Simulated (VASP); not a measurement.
# NiPt (P4/mmm) in VASP: notebook, part 2 of 2

VASP 6.6.1. Earlier steps stand in the parts before.

### Step 3. Single point, LDA, collinear spin, ferromagnetic start (13.66 Å³/atom)

This run uses another cell than the first one, of 13.66 Å³/atom.

File INCAR:

```
SYSTEM = NiPt
  ALGO = Normal
  EDIFF = 1E-6
  ENCUT = 520
  ISIF = 2
  ISMEAR = -1
  ISPIN = 2
  LASPH = .True.
  LCHARG = .False.
  LMAXMIX = 4
  LORBIT = 11
  LREAL = .False.
  LWAVE = .False.
  MAGMOM = 1.5 0.6
  NBANDS = 21
  NELM = 150
  PREC = Accurate
  SIGMA = 0.1
```

File KPOINTS:

```
k-points
0
Gamma
  11 11 8
  0 0 0
```

File POSCAR:

```
NiPt
1.0
    2.7456009862      0.0000000000      0.0000000000
    0.0000000000      2.7456009862      0.0000000000
    0.0000000000      0.0000000000      3.6254085579
Ni Pt
1 1
Direct
    0.5000000000      0.5000000000      0.5000000000
    0.0000000000      0.0000000000      0.0000000000
```

Potentials or basis: VASP PAW LDA potentials, release 64 (Ni, Pt).

Launch:

```sh
$ cat potpaw_LDA.64/Ni/POTCAR potpaw_LDA.64/Pt/POTCAR > POTCAR
$ mpirun -np 1 vasp_std > vasp.out
```

OUTCAR:

```text
SYSTEM = NiPt
   EDIFF = 1E-6
   ENCUT = 520
   ISIF = 2
   ISMEAR = -1
   ISPIN = 2
   LASPH = .True.
   LORBIT = 11
   LREAL = .False.
   NELM = 150
   PREC = Accurate

 ion  position               nearest neighbor table
   1  0.500  0.500  0.500-   2 2.66   2 2.66   2 2.66   2 2.66   2 2.66   2 2.66   2 2.66   2 2.66

   2  0.000  0.000  0.000-   1 2.66   1 2.66   1 2.66   1 2.66   1 2.66   1 2.66   1 2.66   1 2.66

  LATTYP: Found a simple tetragonal cell.
 ALAT       =     2.7456009862
 C/A-ratio  =     1.3204426193

  Lattice vectors:

 A1 = (   2.7456009862,   0.0000000000,   0.0000000000)
 A2 = (   0.0000000000,   2.7456009862,   0.0000000000)
 A3 = (   0.0000000000,   0.0000000000,   3.6254085579)

Analysis of symmetry for initial positions (statically):
=====================================================================
 Subroutine PRICEL returns:
 Original cell was already a primitive cell.

 Routine SETGRP: Setting up the symmetry group for a
 simple tetragonal supercell.

 Subroutine GETGRP returns: Found 16 space group operations
 (whereof 16 operations were pure point group operations)
 out of a pool of 16 trial point group operations.

The static configuration has the point symmetry D_4h.

Analysis of symmetry for dynamics (positions and initial velocities):
=====================================================================
 Subroutine PRICEL returns:
 Original cell was already a primitive cell.

 Routine SETGRP: Setting up the symmetry group for a
 simple tetragonal supercell.

 Subroutine GETGRP returns: Found 16 space group operations
 (whereof 16 operations were pure point group operations)
 out of a pool of 16 trial point group operations.

The dynamic configuration has the point symmetry D_4h.

Analysis of structural, dynamic, and magnetic symmetry:
=====================================================================
 Subroutine PRICEL returns:
 Original cell was already a primitive cell.

 Routine SETGRP: Setting up the symmetry group for a
[... 148 lines left out ...]
  ---------------------------------------------------
  free energy    TOTEN  =       -14.14978125 eV

  energy without entropy =      -14.02801402  energy(sigma->0) =      -14.08889763

 E-fermi :   9.3837     XC(G=0): -13.3482

 val. band max:        9.3817966458   @ k =   0.4545   0.3636   0.0000
 cond. band min:       9.3837521702   @ k =   0.2727   0.2727   0.2500
 fundamental gap:      0.0019555244
 Fermi energy:         9.3837258864

 spin component 1

 k-point     1 :       0.0000    0.0000    0.0000
  band No.  band energies     occupation
      1       0.0973      1.00000
      2       3.6747      1.00000
      3       3.7502      1.00000
      4       6.5754      1.00000
      5       6.5754      1.00000
      6       7.4362      1.00000
[... 565 lines left out ...]
     20      33.1452      0.00000
     21      33.2867      0.00000

 [... further k-points ...]

 spin component 2

 k-point     1 :       0.0000    0.0000    0.0000
  band No.  band energies     occupation
      1       0.1341      1.00000
      2       3.7857      1.00000
      3       3.8598      1.00000
      4       6.8423      1.00000
      5       6.8423      1.00000
      6       7.7928      1.00000
[... 565 lines left out ...]
     20      33.2045      0.00000
     21      33.3514      0.00000

 [... further k-points ...]

------------------------ aborting loop because EDIFF is reached ----------------------------------------

  FORCE on cell =-STRESS in cart. coord.  units (eV):
  Direction    XX          YY          ZZ          XY          YZ          ZX
  --------------------------------------------------------------------------------------
  -------------------------------------------------------------------------------------
  Total       -3.4084022     -3.4084022     -3.1090018      0.0000000      0.0000000     -0.0000000
  in kB     -199.8157043   -199.8157043   -182.2635218      0.0000000      0.0000000     -0.0000000
  external PRESSURE =    -193.9649768 kB  Pullay stress =       0.0000000 kB

 VOLUME and BASIS-vectors are now :
 -----------------------------------------------------------------------------
  energy-cutoff  :      520.00
  volume of cell :       27.33
      direct lattice vectors                 reciprocal lattice vectors
     2.745600986  0.000000000  0.000000000     0.364218983  0.000000000  0.000000000
     0.000000000  2.745600986  0.000000000     0.000000000  0.364218983  0.000000000
     0.000000000  0.000000000  3.625408558     0.000000000  0.000000000  0.275830981

 POSITION                                       TOTAL-FORCE (eV/Angst)
 -----------------------------------------------------------------------------------
      1.37280      1.37280      1.81270         0.000000      0.000000      0.000000
      0.00000      0.00000      0.00000         0.000000      0.000000      0.000000
 -----------------------------------------------------------------------------------
    total drift:                               -0.000000      0.000000      0.000000

  FREE ENERGIE OF THE ION-ELECTRON SYSTEM (eV)
  ---------------------------------------------------
  free  energy   TOTEN  =       -14.1497812485 eV

  energy  without entropy=      -14.0280140182  energy(sigma->0) =      -14.08889763

 total charge

# of ion       s       p       d       tot
------------------------------------------
    1        0.424   0.428   8.316   9.167
    2        0.681   0.586   8.016   9.282
--------------------------------------------------
tot          1.104   1.014  16.332  18.450

 magnetization (x)

# of ion       s       p       d       tot
------------------------------------------
    1       -0.001  -0.003   0.470   0.465
    2       -0.003  -0.011   0.206   0.193
--------------------------------------------------
tot         -0.004  -0.014   0.676   0.658
```

OSZICAR:

```text
N       E                     dE             d eps       ncg     rms          rms(c)
DAV:   1     0.107249572254E+03    0.10725E+03   -0.89673E+03  9268   0.111E+03
DAV:   2    -0.103441964222E+02   -0.11759E+03   -0.10768E+03  9135   0.242E+02
DAV:   3    -0.155808881930E+02   -0.52367E+01   -0.50744E+01 10232   0.542E+01
DAV:   4    -0.156478371812E+02   -0.66949E-01   -0.66902E-01 10142   0.551E+00
DAV:   5    -0.156494392599E+02   -0.16021E-02   -0.16020E-02 10530   0.928E-01    0.159E+01
DAV:   6    -0.178031804232E+02   -0.21537E+01   -0.13547E+01 10123   0.811E+01    0.219E+01
DAV:   7    -0.141768786247E+02    0.36263E+01   -0.54594E+00 11210   0.654E+01    0.489E+00
DAV:   8    -0.141602016943E+02    0.16677E-01   -0.21136E-01  9936   0.318E+00    0.217E+00
DAV:   9    -0.141508537221E+02    0.93480E-02   -0.76337E-03 12209   0.100E+00    0.762E-01
DAV:  10    -0.141498418809E+02    0.10118E-02   -0.47611E-04 11522   0.271E-01    0.284E-01
DAV:  11    -0.141497660051E+02    0.75876E-04   -0.13932E-04 11739   0.162E-01    0.908E-02
DAV:  12    -0.141497796817E+02   -0.13677E-04   -0.35636E-05 12359   0.881E-02    0.754E-02
DAV:  13    -0.141497759353E+02    0.37463E-05   -0.44343E-06 10803   0.295E-02    0.403E-02
DAV:  14    -0.141497786552E+02   -0.27199E-05   -0.83573E-06  9593   0.603E-02    0.182E-02
DAV:  15    -0.141497798564E+02   -0.12012E-05   -0.10762E-06  5867   0.161E-02    0.144E-02
DAV:  16    -0.141497809115E+02   -0.10551E-05   -0.12040E-06  5059   0.217E-02    0.688E-03
DAV:  17    -0.141497812485E+02   -0.33701E-06   -0.62815E-07  5118   0.147E-02
   1 F= -.14149781E+02 E0= -.14088898E+02  d E =-.121767E+00  mag=     0.6544
```

stdout:

```text
POSCAR found type information on POSCAR NiPt
 POSCAR found :  2 types and       2 ions
 scaLAPACK will be used
 LDA part: xc-table for (Slater(with rela. corr.)+CA(PZ))
 , standard interpolation
 POSCAR, INCAR and KPOINTS ok, starting setup
 FFT: planning ... GRIDC
 FFT: planning ... GRID_SOFT
 FFT: planning ... GRID
 WAVECAR not read
 entering main loop
```

Wall time 91 s (1 thread of Intel Xeon Platinum 8259CL at 2.50GHz (Skylake/Cascade Lake), shared host); peak memory 0.2 GiB.

Results:

```
Free energy                                           : -14.1498 eV
Pressure                                              : -19.4 GPa
Net moment                                            : 0.66 μB per cell
Site moments                                          : Ni +0.47; Pt +0.19 μB
Valence electrons inside the program's atomic spheres : Ni 9.17; Pt 9.28
```

Caveat: the cell stands under tension; spin-orbit coupling is left out, which moves the levels of the heavy elements.

### Step 4. Single point, LDA, collinear spin, ferromagnetic start (13.66 Å³/atom)

This run uses another cell than the first one, of 13.66 Å³/atom.

File INCAR:

```
ALGO = Normal
EDIFF = 1E-6
ENCUT = 520
GGA = CA
ISIF = 2
ISMEAR = -1
ISPIN = 2
LASPH = T
LCHARG = T
LELF = T
LMAXMIX = 4
LORBIT = 11
LREAL = F
LVHAR = T
LWAVE = F
MAGMOM = 1.5 0.6
NBANDS = 21
NELM = 150
PREC = Accurate
SIGMA = 0.1
```

File KPOINTS:

```
k-points
0
Gamma
  11 11 8
```

POSCAR is that of step 3.

Launch:

```sh
$ cat potpaw_LDA.64/Ni/POTCAR potpaw_LDA.64/Pt/POTCAR > POTCAR
$ mpirun -np 1 vasp_std > vasp.out
```

Wall time 93 s (1 thread of Intel Xeon Platinum 8259CL at 2.50GHz (Skylake/Cascade Lake), shared host); peak memory 0.2 GiB.

The run converged. Its results:

| Item | Value |
| --- | --- |
| Free energy | -14.1498 eV |
| Pressure | -19.4 GPa |
| Net moment | 0.66 μB per cell |
| Site moments | Ni +0.47; Pt +0.19 μB |
| Valence electrons inside the program's atomic spheres | Ni 9.17; Pt 9.28 |

Stress tensor (GPa, compression positive):
```
-19.98   0.00   0.00
  0.00 -19.98   0.00
  0.00   0.00 -18.23
```

Levels at points of the mesh, in eV from the Fermi level:
Spin up:
| k point | band 7 | band 8 | band 9 | band 10 | band 11 | band 12 | band 13 | band 14 | band 15 | band 16 |
| --- | --- | --- | --- | --- | --- | --- | --- | --- | --- | --- |
| (0.00, 0.00, 0.00) | -1.45 | -0.91 | -0.11 | 0.05 | 0.05 | 3.06 | 10.45 | 11.48 | 11.48 | 18.03 |
| (0.00, 0.00, 0.50) | -1.93 | -1.52 | -1.52 | -1.45 | -0.99 | -0.62 | 15.69 | 16.29 | 16.34 | 16.34 |
Spin down:
| k point | band 7 | band 8 | band 9 | band 10 | band 11 | band 12 | band 13 | band 14 |
| --- | --- | --- | --- | --- | --- | --- | --- | --- |
| (0.00, 0.00, 0.00) | -1.15 | -0.58 | 0.17 | 0.42 | 0.42 | 3.10 | 10.57 | 11.53 |
| (0.00, 0.00, 0.50) | -1.80 | -1.11 | -1.03 | -1.03 | -0.53 | -0.50 | 15.79 | 16.35 |

Caveat: the cell stands under tension; spin-orbit coupling is left out, which moves the levels of the heavy elements.
